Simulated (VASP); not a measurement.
Wanted: the native input for a VASP 6.6.1 run.

```
Task                   : single point
Functional             : LDA
Potentials or basis    : VASP PAW LDA potentials, release 64 (W_sv)
Cutoff                 : 520 eV
k mesh                 : 22 × 22 × 22
Occupations            : fermi-dirac, width 0.08 eV
Spin                   : no spin polarisation
Dipole correction      : no
Further INCAR settings : ALGO = Normal; EDIFF = 1e-07; NBANDS = 13
```

The structure of W lies in POSCAR:

```
W
1.0
   -1.5676651208      1.5676651208      1.5676651208
    1.5676651208     -1.5676651208      1.5676651208
    1.5676651208      1.5676651208     -1.5676651208
W
1
Direct
    0.0000000000      0.0000000000      0.0000000000
```

One way to write it, as run:

INCAR

```
PREC     = Accurate       # precision mode
ENCUT    = 520            # plane-wave cutoff, eV
EDIFF    = 1E-7           # SCF threshold, eV
ISMEAR   = -1             # smearing method
SIGMA    = 0.08           # smearing width, eV
LREAL    = F              # projectors in reciprocal space
LASPH    = T              # aspherical terms in the spheres
NELM     = 80             # most SCF steps
ALGO     = Normal         # electronic algorithm
ISIF     = 2              # what is computed and relaxed
LWAVE    = F              # write WAVECAR
LCHARG   = F              # write CHGCAR
GGA      = CA             # functional
NBANDS   = 13             # bands
```

KPOINTS

```
regular mesh
0
Gamma
  22 22 22
```

Potentials or basis: VASP PAW LDA potentials, release 64 (W_sv).

The run is started by

```console
$ cat potpaw_LDA.64/W_sv/POTCAR > POTCAR
$ mpirun -np 1 vasp_std > vasp.out
```

It gave:

```yaml
Pressure: 2.0 GPa
Band_gap_on_the_k_mesh: zero (band 7 reaches 17.09 eV, above the bottom of band 8 at 10.43 eV)
```

Caveat: spin-orbit coupling is left out, which moves the levels of the heavy elements.

Wall time 30 s on 1 thread of Intel(R) Xeon(R) Platinum 8259CL CPU @ 2.50GHz (Skylake/Cascade Lake), on a shared host, peak memory 0.17 GiB.
